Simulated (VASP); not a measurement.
Crystal: GaP.

```
Ga P
1.0
     0.00000    2.72525    2.72525
     2.72525    0.00000    2.72525
     2.72525    2.72525    0.00000
Ga P
1 1
Direct
  0.00000 0.00000 0.00000
  0.75000 0.75000 0.75000
```

Base run:

* Program: VASP 6.6.1
* Functional: r2SCAN
* Potentials or basis: VASP PAW PBE potentials, release 64 (Ga_d, P)
* Cutoff: 550 eV
* k mesh: 6 × 6 × 6
* Occupations: gaussian, width 0.01 eV
* Spin: no spin polarisation

Its results: band gap on the k mesh 1.91 eV (least direct gap 2.34 eV); pressure 0.0 GPa.

Q: After a change of settings the same cell gave: band gap on the k mesh 1.95 eV (least direct gap 2.33 eV); pressure 1.6 GPa. Which change was it?
A. k mesh from 6 × 6 × 6 to 5 × 5 × 5
B. k mesh from 6 × 6 × 6 to 3 × 3 × 3
C. k mesh from 6 × 6 × 6 to 4 × 4 × 4

A: B.

Caveats: some runs use coarse meshes; the PAW data sets were made with another functional, which shifts forces and pressure a little; an odd mesh through Γ misses points on the zone boundary, where band edges can lie (at least some runs).
